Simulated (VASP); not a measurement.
# InSe in VASP: further runs

InSe is run at these levels: PBE+D3(BJ); tasks: single point.

The COD entry that gives the cell may itself be a prediction, so a difference from it is no test against experiment.

Everything below comes from runs of VASP 6.6.1. Logs are shortened: lines on timing, memory, paths and dates and some standing lists are left out, and cuts for length are marked.

## 1. The cell of the first run

The cell holds a slab with vacuum, 8 atoms: a = 4.027 Å, b = 4.027 Å, c = 28.271 Å, α = 90.00°, β = 90.00°, γ = 120.00°.

## 2. Single point, PBE+D3(BJ)

Contents of INCAR:

```
ALGO = Normal
DIPOL = 0.5 0.5 0.408
EDIFF = 1E-6
ENCUT = 520
GGA = PE
IDIPOL = 3
ISIF = 2
ISMEAR = 0
IVDW = 12
LASPH = True
LCHARG = False
LDIPOL = True
LREAL = False
LWAVE = False
NBANDS = 48
NELM = 60
PREC = Accurate
SIGMA = 0.05
```

Contents of KPOINTS:

```
k-points
0
Gamma
  9 9 1
```

Contents of POSCAR:

```
InSe
1.0
    4.0266104108      0.0000000000      0.0000000000
   -2.0133052054      3.4871469069      0.0000000000
    0.0000000000      0.0000000000     28.2707105452
Se In
4 4
Direct
    0.0000000000      0.0000000000      0.1591753413
    0.0000000000      0.0000000000      0.3496677332
    0.0000000000      0.0000000000      0.4667500398
    0.0000000000      0.0000000000      0.6572424317
    0.6666666667      0.3333333333      0.2049979888
    0.6666666667      0.3333333333      0.3038451603
   -0.6666666667     -0.3333333333      0.5125726873
   -0.6666666667     -0.3333333333      0.6114198588
```

Potentials or basis: VASP PAW PBE potentials, release 64 (Se, In_d).

Launch:

```sh
$ cat potpaw_PBE.64/Se/POTCAR potpaw_PBE.64/In_d/POTCAR > POTCAR
$ mpirun -np 1 vasp_std > vasp.out
```

OUTCAR:

```text
EDIFF = 1E-6
   ENCUT = 520
   GGA = PE
   ISIF = 2
   ISMEAR = 0
   IVDW = 12
   LASPH = True
   LREAL = False
   NELM = 60
   PREC = Accurate
 IVDW          = 12

 ion  position               nearest neighbor table
   1  0.000  0.000  0.159-   5 2.66   5 2.66   5 2.66
   2  0.000  0.000  0.350-   6 2.66   6 2.66   6 2.66
   3  0.000  0.000  0.467-   7 2.66   7 2.66   7 2.66
   4  0.000  0.000  0.657-   8 2.66   8 2.66   8 2.66
   5  0.667  0.333  0.205-   1 2.66   1 2.66   1 2.66   6 2.79
   6  0.667  0.333  0.304-   2 2.66   2 2.66   2 2.66   5 2.79
   7  0.333  0.667  0.513-   3 2.66   3 2.66   3 2.66   8 2.79
   8  0.333  0.667  0.611-   4 2.66   4 2.66   4 2.66   7 2.79

  LATTYP: Found a hexagonal cell.
 ALAT       =     4.0266104108
 C/A-ratio  =     7.0209699129

  Lattice vectors:

 A1 = (   4.0266104108,   0.0000000000,   0.0000000000)
 A2 = (  -2.0133052054,   3.4871469069,   0.0000000000)
 A3 = (   0.0000000000,   0.0000000000,  28.2707105452)

Analysis of symmetry for initial positions (statically):
=====================================================================
 Subroutine PRICEL returns:
 Original cell was already a primitive cell.

 Routine SETGRP: Setting up the symmetry group for a
 hexagonal supercell.

 Subroutine GETGRP returns: Found 12 space group operations
 (whereof  6 operations were pure point group operations)
 out of a pool of 24 trial point group operations.

The static configuration has the point symmetry C_3v.
 The point group associated with its full space group is D_3d.

Analysis of symmetry for dynamics (positions and initial velocities):
=====================================================================
 Subroutine PRICEL returns:
 Original cell was already a primitive cell.

 Routine SETGRP: Setting up the symmetry group for a
 hexagonal supercell.

 Subroutine GETGRP returns: Found 12 space group operations
 (whereof  6 operations were pure point group operations)
 out of a pool of 24 trial point group operations.

The dynamic configuration has the point symmetry C_3v.
 The point group associated with its full space group is D_3d.

 Subroutine INISYM returns: Found 12 space group operations
 (whereof  6 operations are pure point group operations),
 and found     1 'primitive' translations

----------------------------------------------------------------------------------------

                                     Primitive cell

  volume of cell :     396.9598

  direct lattice vectors                    reciprocal lattice vectors
     4.026610411  0.000000000  0.000000000     0.248347840  0.143383693  0.000000000
    -2.013305205  3.487146907  0.000000000     0.000000000  0.286767385  0.000000000
     0.000000000  0.000000000 28.270710545     0.000000000  0.000000000  0.035372298

  length of vectors
     4.026610411  4.026610411 28.270710545     0.286767385  0.286767385  0.035372298

  position of ions in fractional coordinates (direct lattice)
     0.000000000  0.000000000  0.159175341
     0.000000000  0.000000000  0.349667733
     0.000000000  0.000000000  0.466750040
     0.000000000  0.000000000  0.657242432
     0.666666667  0.333333333  0.204997989
     0.666666667  0.333333333  0.303845160
     0.333333333  0.666666667  0.512572687
     0.333333333  0.666666667  0.611419859

  ion indices of the primitive-cell ions
   primitive index   ion index
                 1           1
                 2           2
                 3           3
                 4           4
                 5           5
                 6           6
                 7           7
                 8           8

----------------------------------------------------------------------------------------

 KPOINTS: k-points

Automatic generation of k-mesh.
 Grid dimensions read from file:
 generate k-points for:    9    9    1

 Generating k-lattice:

  Cartesian coordinates                     Fractional coordinates (reciprocal lattice)
     0.027594204  0.015931521  0.000000000     0.111111111 -0.000000000  0.000000000
     0.000000000  0.031863043  0.000000000     0.000000000  0.111111111  0.000000000
     0.000000000  0.000000000  0.035372298     0.000000000  0.000000000  1.000000000

  Length of vectors
     0.031863043  0.031863043  0.035372298

  Shift w.r.t. Gamma in fractional coordinates (k-lattice)
     0.000000000  0.000000000  0.000000000

 Subroutine IBZKPT returns following result:
 ===========================================

 Found     12 irreducible k-points:

 Following reciprocal coordinates:
            Coordinates               Weight
  0.000000  0.000000  0.000000      1.000000
  0.111111  0.000000  0.000000      6.000000
  0.222222 -0.000000  0.000000      6.000000
  0.333333  0.000000  0.000000      6.000000
  0.444444 -0.000000  0.000000      6.000000
  0.111111  0.111111  0.000000      6.000000
  0.222222  0.111111  0.000000     12.000000
  0.333333  0.111111  0.000000     12.000000
  0.444444  0.111111  0.000000      6.000000
  0.222222  0.222222  0.000000      6.000000
  0.333333  0.222222  0.000000     12.000000
  0.333333  0.333333  0.000000      2.000000
   k-points           NKPTS =     12   k-points in BZ     NKDIM =     12   number of bands    NBANDS=     48
   number of dos      NEDOS =    301   number of ions     NIONS =      8
   total plane-waves  NPLWV = 189000
   dimension x,y,z NGX =    30 NGY =   30 NGZ =  210
   dimension x,y,z NGXF=    60 NGYF=   60 NGZF=  420
   ions per type =               4   4
   NGX,Y,Z   is equivalent  to a cutoff of  12.39, 12.39, 12.35 a.u.
   NGXF,Y,Z  is equivalent  to a cutoff of  24.77, 24.77, 24.70 a.u.
 SYSTEM =  unknown system
   PREC   = accura    normal or accurate (medium, high low for compatibility)
   ISTART =      0    job   : 0-new  1-cont  2-samecut
   ICHARG =      2    charge: 1-file 2-atom 10-const
   ISPIN  =      1    spin polarized calculation?
   LNONCOLLINEAR =      F non collinear calculations
   LSORBIT =      F    spin-orbit coupling
   LASPH  =      T    aspherical Exc in radial PAW
   ENCUT  =  520.0 eV  38.22 Ry    6.18 a.u.   7.49  7.49 52.56*2*pi/ulx,y,z
   NELM   =     60;   NELMIN=  2; NELMDL= -5     # of ELM steps
   EDIFF  = 0.1E-05   stopping-criterion for ELM
   LREAL  =      F    real-space projection
   EDIFFG = 0.1E-04   stopping-criterion for IOM
   NSW    =      0    number of steps for IOM
   IBRION =     -1    ionic relax: 0-MD 1-quasi-New 2-CG
   NFREE  =      0    steps in history (QN), initial steepest desc. (CG)
   ISIF   =      2    stress and relaxation
   ISYM   =      2    0-nonsym 1-usesym 2-fastsym
   POTIM  = 0.5000    time-step for ionic-motion
   TEBEG  =    0.0;   TEEND  =   0.0 temperature during run
   PSTRESS=    0.0 pullay stress
   NELECT =      76.0000    total number of electrons
   NUPDOWN=      -1.0000    fix difference up-down
   EMIN   =  10.00;   EMAX   =-10.00  energy-range for DOS
   EFERMI =   0.00;   METHOD = LEGACY
   ISMEAR =     0;   SIGMA  =   0.05  broadening in eV -4-tet -1-fermi 0-gaus
   EFERMI_NEDOS =   21; number of points for ismear=-14 and -15
   IALGO  =     38    algorithm
   IMIX   =      4    mixing-type and parameters
     AMIX     =   0.40;   BMIX     =  1.00
     AMIX_MAG =   1.60;   BMIX_MAG =  1.00
  volume/ion in A,a.u.               =      49.62       334.85
  Fermi-wavevector in a.u.,A,eV,Ry     =   0.943548  1.783047 12.113024  0.890282
  Thomas-Fermi vector in A             =   2.071266
   LORBIT       =      0    0 simple, 1 ext, 2 COOP (PROOUT), +10 PAW based schemes
   GGA     = PE    functional components
   LHFCALC =     F    Hartree Fock is set to
   AEXX    =    0.0000 exact exchange contribution
   IVDW    =    12    specifies the selected vdW correction
   LEPSILON=     F    determine dielectric tensor
   LRPA    =     F    only Hartree local field effects (RPA)
 non-spin polarized calculation
 Gauss-broadening in eV      SIGMA  =   0.05
  energy-cutoff  :      520.00
  volume of cell :      396.96
 maximum number of plane-waves:     10749
 NGX is ok and might be reduce to    30
   NGX = 15   NGY = 15   NGZ =105

 number of electron      75.9999997 magnetization

 dipolmoment           0.000000      0.000000     -0.000026 electrons x Angstroem

 Free energy of the ion-electron system (eV)
  ---------------------------------------------------
  ext. energy  EPLUGINS =         0.00000000
  ---------------------------------------------------
  free energy    TOTEN  =       -28.28049067 eV

  energy without entropy =      -28.28049067  energy(sigma->0) =      -28.28049067

 E-fermi :   0.2244     XC(G=0):  -5.6511

 val. band max:       -0.0560664440   @ k =   0.1111   0.0000   0.0000
 cond. band min:       0.9330994282   @ k =   0.0000   0.0000   0.0000
 fundamental gap:      0.9891658722
 Fermi energy:         0.2243790207

 k-point     1 :       0.0000    0.0000    0.0000
  band No.  band energies     occupation
      1     -14.5137      2.00000
      2     -14.5131      2.00000
      3     -14.3315      2.00000
      4     -14.3315      2.00000
      5     -14.3313      2.00000
      6     -14.3313      2.00000
[... 40 lines left out ...]
     47       5.0465      0.00000
     48       5.2326      0.00000

 k-point     2 :       0.1111    0.0000    0.0000
  band No.  band energies     occupation
      1     -14.5135      2.00000
      2     -14.5125      2.00000
      3     -14.3747      2.00000
      4     -14.3703      2.00000
      5     -14.3295      2.00000
      6     -14.3293      2.00000
[... 502 lines left out ...]
 k-point    12 :       0.3333    0.3333    0.0000
  band No.  band energies     occupation
      1     -14.6380      2.00000
      2     -14.6216      2.00000
      3     -14.5267      2.00000
      4     -14.5197      2.00000
      5     -14.4554      2.00000
      6     -14.4553      2.00000
[... 40 lines left out ...]
     47       5.8929      0.00000
     48       5.8931      0.00000

------------------------ aborting loop because EDIFF is reached ----------------------------------------

 vacuum level on the upper side and lower side of the slab       (xc-potential included)        -0.105        -0.105

 Edisp (eV)   -2.01886

 E8    (eV) :    -0.9456

  FORCE on cell =-STRESS in cart. coord.  units (eV):
  Direction    XX          YY          ZZ          XY          YZ          ZX
  --------------------------------------------------------------------------------------
  -------------------------------------------------------------------------------------
  Total      -0.02114    -0.02114     1.11393     0.00000     0.00000     0.00000
  in kB      -0.08533    -0.08533     4.49597     0.00000     0.00000     0.00000
  external pressure =        1.44 kB  Pullay stress =        0.00 kB

 VOLUME and BASIS-vectors are now :
 -----------------------------------------------------------------------------
  energy-cutoff  :      520.00
  volume of cell :      396.96
      direct lattice vectors                 reciprocal lattice vectors
     4.026610411  0.000000000  0.000000000     0.248347840  0.143383693  0.000000000
    -2.013305205  3.487146907  0.000000000     0.000000000  0.286767385  0.000000000
     0.000000000  0.000000000 28.270710545     0.000000000  0.000000000  0.035372298

 POSITION                                       TOTAL-FORCE (eV/Angst)
 -----------------------------------------------------------------------------------
      0.00000      0.00000      4.50000         0.000000      0.000000     -0.009594
      0.00000      0.00000      9.88536        -0.000000      0.000000     -0.194752
      0.00000      0.00000     13.19536         0.000000      0.000000      0.194752
      0.00000      0.00000     18.58071        -0.000000      0.000000      0.009594
      2.01331      1.16238      5.79544         0.000000     -0.000000      0.003490
      2.01331      1.16238      8.58992        -0.000000      0.000000     -0.074157
     -0.00000      2.32476     14.49079         0.000000      0.000000      0.074157
     -0.00000      2.32476     17.28527        -0.000000     -0.000000     -0.003490
 -----------------------------------------------------------------------------------
    total drift:                               -0.000000      0.000000     -0.003193

  FREE ENERGIE OF THE ION-ELECTRON SYSTEM (eV)
  ---------------------------------------------------
  free  energy   TOTEN  =       -30.2993506945 eV

  energy  without entropy=      -30.2993506945  energy(sigma->0) =      -30.29935069

 vacuum level on the upper side and lower side of the slab         5.414         5.415
```

Run time: 9 min. Hardware: 1 thread of Intel Xeon Platinum 8259CL at 2.50GHz (Skylake/Cascade Lake), shared host; peak memory 0.51 GiB.

What came out:

```yaml
Free_energy: -30.2994 eV
Largest_force: 0.195 eV/Å
Band_gap_on_the_k_mesh: 0.99 eV, indirect (least direct gap 1.06 eV)
Dispersion_energy_per_atom: -0.252 eV
```

Forces in eV/Å, atoms in the order of the input:
```
Se   0.000  0.000 -0.010
Se   0.000  0.000 -0.195
Se   0.000  0.000  0.195
Se   0.000  0.000  0.010
In   0.000  0.000  0.003
In   0.000  0.000 -0.074
In   0.000  0.000  0.074
In   0.000  0.000 -0.003
```

Levels at points of the mesh, in eV from the valence-band top:
```tsv
k point	band 34	band 35	band 36	band 37	band 38	band 39	band 40	band 41	band 42	band 43
(0.00, 0.00, 0.00)	-0.83	-0.83	-0.79	-0.79	-0.07	0.99	1.59	2.30	2.46	4.62
```

Caveat: spin-orbit coupling is left out, which moves the levels of the heavy elements.

## 3. Single point, PBE+D3(BJ)

Contents of INCAR:

```
SYSTEM = InSe
  ALGO = Normal
  DIPOL = 0.5 0.5 0.408
  EDIFF = 1E-6
  ENCUT = 520
  GGA = PE
  IDIPOL = 3
  ISIF = 2
  ISMEAR = 0
  IVDW = 12
  LASPH = .True.
  LCHARG = .True.
  LDIPOL = .True.
  LELF = .True.
  LREAL = .False.
  LVACPOTAV = .True.
  LVHAR = .True.
  LWAVE = .False.
  NBANDS = 48
  NELM = 100
  PREC = Accurate
  SIGMA = 0.05
```

Contents of KPOINTS:

```
k-points
0
Gamma
  9 9 1
  0 0 0
```

Contents of POSCAR:

```
InSe
1.0
    4.0266104108      0.0000000000      0.0000000000
   -2.0133052054      3.4871469069      0.0000000000
    0.0000000000      0.0000000000     28.2707105452
Se In
4 4
Direct
    0.0000000000      0.0000000000      0.1591753413
    0.0000000000      0.0000000000      0.3496677332
    0.3333333333      0.6666666667      0.4667500398
    0.3333333333      0.6666666667      0.6572424317
    0.6666666667      0.3333333333      0.2049979888
    0.6666666667      0.3333333333      0.3038451603
   -0.3333333333      0.3333333333      0.5125726873
   -0.3333333333      0.3333333333      0.6114198588
```

Potentials or basis: VASP PAW PBE potentials, release 64 (Se, In_d).

Launch:

```sh
$ cat potpaw_PBE.64/Se/POTCAR potpaw_PBE.64/In_d/POTCAR > POTCAR
$ mpirun -np 1 vasp_std > vasp.out
```

Wall time 8.6 min (1 thread of Intel Xeon Platinum 8259CL at 2.50GHz (Skylake/Cascade Lake), shared host); peak memory 0.51 GiB.

It converged, with:

```
Free energy                : -30.4208 eV
Largest force              : 0.064 eV/Å
Band gap on the k mesh     : 1.16 eV, indirect (least direct gap 1.20 eV)
Dispersion energy per atom : -0.253 eV
```

Forces on the atoms (eV/Å):
```
Se   0.000  0.000 -0.012
Se   0.000  0.000  0.064
Se   0.000  0.000 -0.064
Se   0.000  0.000  0.012
In   0.000  0.000  0.014
In   0.000  0.000  0.029
In   0.000  0.000 -0.029
In   0.000  0.000 -0.014
```

Levels at points of the mesh, in eV from the valence-band top:
```
           k point  band 34  band 35  band 36  band 37  band 38  band 39  band 40  band 41  band 42  band 43
(0.00, 0.00, 0.00)    -0.67    -0.66    -0.64    -0.64    -0.04     1.16     1.71     2.54     2.63     4.77
```

Caveat: spin-orbit coupling is left out, which moves the levels of the heavy elements.

## 4. Single point, PBE+D3(BJ)

Contents of INCAR:

```
PREC = Accurate
ENCUT = 520
EDIFF = 1E-6
ISMEAR = 0
SIGMA = 0.05
LREAL = False
LASPH = True
NELM = 60
ALGO = Normal
ISIF = 2
LWAVE = False
LCHARG = False
LDIPOL = True
IDIPOL = 3
DIPOL = 0.5 0.5 0.408
GGA = PE
IVDW = 12
NBANDS = 48
```

Contents of KPOINTS:

```
regular mesh
0
Gamma
  9 9 1
```

Contents of POSCAR:

```
InSe
1.0
    4.0266104108      0.0000000000      0.0000000000
   -2.0133052054      3.4871469069      0.0000000000
    0.0000000000      0.0000000000     28.2707105452
Se In
4 4
Direct
    0.0000000000      0.0000000000      0.1591753413
    0.0000000000      0.0000000000      0.3496677332
    0.6666666667      0.3333333333      0.4667500398
    0.6666666667      0.3333333333      0.6572424317
    0.6666666667      0.3333333333      0.2049979888
    0.6666666667      0.3333333333      0.3038451603
    0.0000000000      0.0000000000      0.5125726873
    0.0000000000      0.0000000000      0.6114198588
```

Launch:

```sh
$ cat potpaw_PBE.64/Se/POTCAR potpaw_PBE.64/In_d/POTCAR > POTCAR
$ mpirun -np 1 vasp_std > vasp.out
```

Run time: 8.6 min. Hardware: 1 thread of Intel Xeon Platinum 8259CL at 2.50GHz (Skylake/Cascade Lake), shared host; peak memory 0.51 GiB.

Results (log left out):

```yaml
Free_energy: -30.4206 eV
Largest_force: 0.054 eV/Å
Band_gap_on_the_k_mesh: 1.17 eV, indirect (least direct gap 1.21 eV)
Dispersion_energy_per_atom: -0.253 eV
```

Forces on the atoms (eV/Å):
```
Se   0.000  0.000 -0.012
Se   0.000  0.000  0.054
Se   0.000  0.000 -0.054
Se   0.000  0.000  0.012
In   0.000  0.000  0.014
In   0.000  0.000  0.027
In   0.000  0.000 -0.027
In   0.000  0.000 -0.014
```

Levels at points of the mesh, in eV from the valence-band top:
| k point | band 35 | band 36 | band 37 | band 38 | band 39 | band 40 | band 41 | band 42 |
| --- | --- | --- | --- | --- | --- | --- | --- | --- |
| (0.00, 0.00, 0.00) | -0.65 | -0.62 | -0.62 | -0.04 | 1.17 | 1.73 | 2.58 | 2.61 |

Caveat: spin-orbit coupling is left out, which moves the levels of the heavy elements.
